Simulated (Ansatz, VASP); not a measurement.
## Si: VASP beside Ansatz

```xyz
4
Lattice="4.0953 0.0000 0.0000 -2.0476 3.5466 0.0000 0.0000 0.0000 5.4193" Properties=species:S:1:pos:R:3 pbc="T T T"
Si    0.0000    2.3644    0.4450
Si    2.0476    1.1822    3.1547
Si    0.0000    2.3644    2.2646
Si    2.0476    1.1822    4.9743
```

Alike in both runs: task single point; functional LDA; k mesh 12 × 12 × 6; occupations gaussian, width 0.03 eV; no spin polarisation.

```csv
,VASP,Ansatz
version,VASP 6.6.1,Ansatz 0.2.0
potentials or method,"VASP PAW LDA potentials, release 64 (Si), cutoff 520 eV","scalar-relativistic, plane waves, PAW"
valence electrons in the cell,16,16
```

```csv
,VASP,Ansatz,Ansatz less VASP
gap on the k mesh at the Fermi level (eV),none,none,-
pressure (GPa),23.7,23.9,+0.20
"traceless stress, the component that is largest in VASP (GPa)",78.21,78.66,+0.450
rms of the force components (eV/Å),7.756,7.823,+0.0664
```

Ansatz warns that its potentials were made for another functional, while VASP's fit it. LDA's correlation is that of Perdew and Zunger in VASP and of Perdew and Wang (1992) in Ansatz. Atom by atom the forces differ by 0.066 eV/Å (rms over components). A gap of «none» marks a metal or a gap that the smearing closes.
